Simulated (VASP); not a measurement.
# InP (F-43m) in VASP: electric field gradients with PBE+D4

Aim: the electric field gradients of InP with PBE+D4.

All numbers are computed with VASP 6.6.1; they aren't measurements. Logs are shortened: lines on timing, memory, paths and dates and some standing lists are left out, and cuts for length are marked.

### 1 The cell of the first run

Symmetry: F-43m, No. 216, cubic system. Conventional cell: a = 5.861 Å, b = 5.861 Å, c = 5.861 Å, α = 90.00°, β = 90.00°, γ = 90.00°. In (site symmetry -43m) has 4 P at 2.54 Å within 3.3 Å. P (site symmetry -43m) has 4 In at 2.54 Å within 3.3 Å.

### 2 Electric field gradients, PBE+D4, non-collinear spin, zero start, spin-orbit coupling

Contents of INCAR:

```
PREC = Accurate
ENCUT = 520
EDIFF = 1E-8
ISMEAR = -1
SIGMA = 0.03
LREAL = False
LASPH = True
NELM = 150
ALGO = Normal
ISIF = 2
LWAVE = False
LCHARG = False
MAGMOM = 0 0 0 0 0 0
LORBIT = 11
LSORBIT = True
GGA_COMPAT = False
LORBMOM = True
GGA = PE
IVDW = 13
LEFG = True
NBANDS = 30
```

Contents of KPOINTS:

```
regular mesh
0
Gamma
  11 11 11
```

Contents of POSCAR:

```
InP
1.0
    0.0000000000      2.9305000000      2.9305000000
    2.9305000000      0.0000000000      2.9305000000
    2.9305000000      2.9305000000      0.0000000000
In P
1 1
Direct
    0.0000000000      0.0000000000      0.0000000000
    0.7500000000      0.7500000000      0.7500000000
```

Potentials or basis: VASP PAW PBE potentials, release 64 (In_d, P).

Command:

```sh
cat potpaw_PBE.64/In_d/POTCAR potpaw_PBE.64/P/POTCAR > POTCAR
mpirun -np 1 vasp_ncl > vasp.out
```

OUTCAR:

```text
PREC = Accurate
   ENCUT = 520
   EDIFF = 1E-8
   ISMEAR = -1
   LREAL = False
   LASPH = True
   NELM = 150
   ISIF = 2
   LORBIT = 11
   LSORBIT = True
   GGA = PE
   IVDW = 13

 ion  position               nearest neighbor table
   1  0.000  0.000  0.000-   2 2.54   2 2.54   2 2.54   2 2.54
   2  0.750  0.750  0.750-   1 2.54   1 2.54   1 2.54   1 2.54

  LATTYP: Found a face centered cubic cell.
 ALAT       =     5.8610000000

  Lattice vectors:

 A1 = (   0.0000000000,   2.9305000000,   2.9305000000)
 A2 = (   2.9305000000,   0.0000000000,   2.9305000000)
 A3 = (   2.9305000000,   2.9305000000,   0.0000000000)

Analysis of symmetry for initial positions (statically):
=====================================================================
 Subroutine PRICEL returns:
 Original cell was already a primitive cell.

 Routine SETGRP: Setting up the symmetry group for a
 face centered cubic supercell.

 Subroutine GETGRP returns: Found 24 space group operations
 (whereof 24 operations were pure point group operations)
 out of a pool of 48 trial point group operations.

The static configuration has the point symmetry T_d .

Analysis of symmetry for dynamics (positions and initial velocities):
=====================================================================
 Subroutine PRICEL returns:
 Original cell was already a primitive cell.

 Routine SETGRP: Setting up the symmetry group for a
 face centered cubic supercell.

 Subroutine GETGRP returns: Found 24 space group operations
 (whereof 24 operations were pure point group operations)
 out of a pool of 48 trial point group operations.

The dynamic configuration has the point symmetry T_d .

Analysis of structural, dynamic, and magnetic symmetry:
=====================================================================
 Subroutine PRICEL returns:
 Original cell was already a primitive cell.

 Routine SETGRP: Setting up the symmetry group for a
 face centered cubic supercell.

 Subroutine GETGRP returns: Found 24 space group operations
 (whereof 24 operations were pure point group operations)
 out of a pool of 48 trial point group operations.

The overall configuration has the point symmetry T_d .

 Subroutine INISYM returns: Found 24 space group operations
 (whereof 24 operations are pure point group operations),
 and found     1 'primitive' translations

[... 1003 lines left out ...]
 eta: asymmetry parameters     (V_yy - V_xx)/ V_zz
 Q  : nuclear electric quadrupole moment in mb (millibarn)
----------------------------------------------------------------------
 ion       Cq(MHz)       eta       Q (mb)
----------------------------------------------------------------------
   1       0.000       0.000       1.000
   2      -0.000       0.000       1.000
----------------------------------------------------------------------

 orbital moment (x)

 # of ion     p       d       tot
 ----------------------------------------
  1         0.000   0.000   0.000
  2        -0.000   0.000  -0.000
 ----------------------------------------
            0.000   0.000   0.000

 orbital moment (y)

 # of ion     p       d       tot
 ----------------------------------------
  1         0.000   0.000   0.000
  2        -0.000   0.000  -0.000
 ----------------------------------------
            0.000   0.000   0.000

 orbital moment (z)

 # of ion     p       d       tot
 ----------------------------------------
  1         0.000   0.000   0.000
  2         0.000   0.000   0.000
 ----------------------------------------
            0.000   0.000   0.000

 Spin-Orbit-Coupling matrix elements

 Ion:    1  E_soc:     -0.0714840
 l=   1
     0.0000000    -0.0054136    -0.0054136
    -0.0054136     0.0000000    -0.0054136
    -0.0054136    -0.0054136     0.0000000
 l=   2
     0.0000000    -0.0013311     0.0000000    -0.0013311    -0.0051693
    -0.0013311     0.0000000    -0.0038770    -0.0013311    -0.0012923
     0.0000000    -0.0038770     0.0000000    -0.0038770     0.0000000
    -0.0013311    -0.0013311    -0.0038770     0.0000000    -0.0012923
    -0.0051693    -0.0012923     0.0000000    -0.0012923     0.0000000
 l=   3
     0.0000000     0.0000000     0.0000000     0.0000000     0.0000000     0.0000000     0.0000000
     0.0000000     0.0000000     0.0000000     0.0000000     0.0000000     0.0000000     0.0000000
     0.0000000     0.0000000     0.0000000     0.0000000     0.0000000     0.0000000     0.0000000
     0.0000000     0.0000000     0.0000000     0.0000000     0.0000000     0.0000000     0.0000000
     0.0000000     0.0000000     0.0000000     0.0000000     0.0000000     0.0000000     0.0000000
     0.0000000     0.0000000     0.0000000     0.0000000     0.0000000     0.0000000     0.0000000
     0.0000000     0.0000000     0.0000000     0.0000000     0.0000000     0.0000000     0.0000000

 Ion:    2  E_soc:     -0.0011273
 l=   1
     0.0000000    -0.0001879    -0.0001879
    -0.0001879     0.0000000    -0.0001879
    -0.0001879    -0.0001879     0.0000000
 l=   2
     0.0000000     0.0000000     0.0000000     0.0000000     0.0000000
     0.0000000     0.0000000     0.0000000     0.0000000     0.0000000
     0.0000000     0.0000000     0.0000000     0.0000000     0.0000000
     0.0000000     0.0000000     0.0000000     0.0000000     0.0000000
     0.0000000     0.0000000     0.0000000     0.0000000     0.0000000
 l=   3
     0.0000000     0.0000000     0.0000000     0.0000000     0.0000000     0.0000000     0.0000000
     0.0000000     0.0000000     0.0000000     0.0000000     0.0000000     0.0000000     0.0000000
     0.0000000     0.0000000     0.0000000     0.0000000     0.0000000     0.0000000     0.0000000
     0.0000000     0.0000000     0.0000000     0.0000000     0.0000000     0.0000000     0.0000000
     0.0000000     0.0000000     0.0000000     0.0000000     0.0000000     0.0000000     0.0000000
     0.0000000     0.0000000     0.0000000     0.0000000     0.0000000     0.0000000     0.0000000
     0.0000000     0.0000000     0.0000000     0.0000000     0.0000000     0.0000000     0.0000000

 total charge

# of ion       s       p       d       tot
------------------------------------------
    1        0.828   0.769   9.901  11.497
    2        1.030   1.497   0.000   2.527
--------------------------------------------------
tot          1.858   2.266   9.901  14.024

 magnetization (x)

# of ion       s       p       d       tot
------------------------------------------
    1        0.000  -0.000   0.000  -0.000
    2        0.000  -0.000   0.000   0.000
--------------------------------------------------
tot          0.000  -0.000   0.000  -0.000

 magnetization (y)

# of ion       s       p       d       tot
------------------------------------------
    1        0.000   0.000   0.000   0.000
    2        0.000   0.000   0.000   0.000
--------------------------------------------------
tot          0.000   0.000   0.000   0.000

 magnetization (z)

# of ion       s       p       d       tot
------------------------------------------
    1        0.000  -0.000   0.000  -0.000
    2        0.000   0.000   0.000   0.000
--------------------------------------------------
tot          0.000  -0.000   0.000  -0.000
```

stdout:

```text
POSCAR found type information on POSCAR InP
 POSCAR found :  2 types and       2 ions
 scaLAPACK will be used
 LDA part: xc-table for (Slater+PW92), standard interpolation
 POSCAR, INCAR and KPOINTS ok, starting setup
 FFT: planning ... GRIDC
 FFT: planning ... GRID_SOFT
 FFT: planning ... GRID
 WAVECAR not read
 entering main loop
ion   1

ion   2
```

Run time: 8.3 min. Hardware: 1 thread of Oxide Virtual Turin-like, shared host; peak memory 0.39 GiB.

What came out:

```
Free energy                                           : -9.0929 eV
Pressure                                              : 1.0 GPa
Net moment                                            : 0.00 μB per cell
Largest electric field gradient by atom               : under 0.05 V/Å² on every atom
Valence electrons inside the program's atomic spheres : In 11.50; P 2.53
Dispersion energy per atom                            : -0.337 eV
```

Moments on the atoms (μB; x, y, z):
```
In  0.00 0.00 0.00
P   0.00 0.00 0.00
```
